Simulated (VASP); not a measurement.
Here is a VASP 6.6.1 calculation.

INCAR

```
SYSTEM = C
ALGO = Normal
EDIFF = 1E-7
ENCUT = 520
GGA = PE
ISIF = 2
ISMEAR = 0
LASPH = .TRUE.
LCHARG = .FALSE.
LREAL = .FALSE.
LWAVE = .FALSE.
NBANDS = 16
NELM = 80
PREC = Accurate
SIGMA = 0.1
```

KPOINTS

```
k-points
0
G
  15 15 2
  0 0 0
```

The input POSCAR:

```
C
1.0
    2.4665086558      0.0000000000      0.0000000000
   -1.2332543279      2.1360591546      0.0000000000
    0.0000000000      0.0000000000     24.0320584893
C
4
Direct
    0.0000000000      0.0000000000      0.5915145690
    0.0000000000      0.0000000000      0.4084854310
    0.3333333333      0.6666666667      0.4084786202
    0.6666666667      0.3333333333      0.5915213798
```

Potentials or basis: VASP PAW PBE potentials, release 64 (C).

Run with:

```sh
$ cat potpaw_PBE.64/C/POTCAR > POTCAR
$ mpirun -np 1 vasp_std > vasp.out
```

Task: Predict the band gap on the k mesh.

Result: Zero (filled and empty bands touch).

Forces on the atoms (eV/Å):
```
C    0.000  0.000  0.002
C    0.000  0.000 -0.002
C    0.000  0.000  0.002
C    0.000  0.000 -0.002
```
